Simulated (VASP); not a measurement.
Write the native input for VASP 6.6.1 that does the following.

```yaml
Task: single point
Functional: PBE
Potentials_or_basis: VASP PAW PBE potentials, release 64 (Cs_sv, Sb, S, I)
Cutoff: 520 eV
k_mesh: 4 × 4 × 4
Occupations: fermi-dirac, width 0.1 eV
Spin: no spin polarisation
Dipole_correction: no
Further_INCAR_settings: ALGO = Normal; EDIFF = 1e-06; NBANDS = 25
```

The structure of CsSbSI2 lies in POSCAR:

```
CsSbSI2
1.0
    6.6830919765      0.0000000000      0.0000000000
    0.0000000000      6.6830919765      0.0000000000
    0.0000000000      0.0000000000      5.1611095406
Cs Sb S I
1 1 1 2
Direct
    0.0000000000      0.0000000000      0.0000000000
    0.5000000000      0.5000000000      0.5000000000
    0.5000000000      0.5000000000      0.0000000000
    0.0000000000      0.5000000000      0.5000000000
    0.5000000000      0.0000000000      0.5000000000
```

These files were run (other wordings do the same):

INCAR

```
SYSTEM = CsSbSI2
ALGO     = Normal         ! electronic algorithm
EDIFF    = 1E-6           ! SCF threshold, eV
ENCUT    = 520            ! plane-wave cutoff, eV
GGA      = PE             ! functional
ISIF     = 2              ! what is computed and relaxed
ISMEAR   = -1             ! smearing method
LASPH    = .True.         ! aspherical terms in the spheres
LCHARG   = .True.         ! write CHGCAR
LELF     = .True.         ! ELF
LREAL    = .False.        ! projectors in reciprocal space
LVHAR    = .True.       
LWAVE    = .False.        ! write WAVECAR
NBANDS   = 25             ! bands
NELM     = 80             ! most SCF steps
PREC     = Accurate       ! precision mode
SIGMA    = 0.1            ! smearing width, eV
```

KPOINTS

```
k-points
0
Gamma
  4 4 4
  0 0 0
```

Potentials or basis: VASP PAW PBE potentials, release 64 (Cs_sv, Sb, S, I).

The run is started by

```sh
$ cat potpaw_PBE.64/Cs_sv/POTCAR potpaw_PBE.64/Sb/POTCAR potpaw_PBE.64/S/POTCAR potpaw_PBE.64/I/POTCAR > POTCAR
$ mpirun -np 1 vasp_std > vasp.out
```

It gave:

| Quantity | Value |
| --- | --- |
| Pressure | -2.0 GPa |
| Band gap on the k mesh | zero (bands 17 and 18 overlap by 0.63 eV) |

Caveat: spin-orbit coupling is left out, which moves the levels of the heavy elements.

Wall time 110 s on 1 thread of Oxide Virtual Turin-like Processor, on a shared host, peak memory 0.32 GiB.
